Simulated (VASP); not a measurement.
The system is Ni.

```
Ni
1.0
     2.48291    0.00000    0.00000
    -1.24146    2.15027    0.00000
     0.00000    0.00000    4.08863
Ni
2
Direct
  0.33333 0.66667 0.75000
  0.66667 0.33333 0.25000
```

This isn't the form of Ni at room conditions, which is fcc.

Base run:

```yaml
Program: VASP 6.6.1
Functional: PBE
Potentials_or_basis: VASP PAW PBE potentials, release 64 (Ni)
Cutoff: 600 eV
k_mesh: 20 × 20 × 10
Occupations: gaussian, width 0.05 eV
Spin: collinear spin, ferromagnetic start
Starting_moments: "[0.5, 0.5] μB"
```

Its results: pressure -0.1 GPa.

Q: The run is repeated on the same cell with these changes: spin from collinear spin, ferromagnetic start to no spin polarisation; further incar settings from ALGO = Normal; EDIFF = 1e-06; NBANDS = 21 to ALGO = Normal; EDIFF = 1e-06; NBANDS = 17. What comes out?

A: Pressure -1.1 GPa.
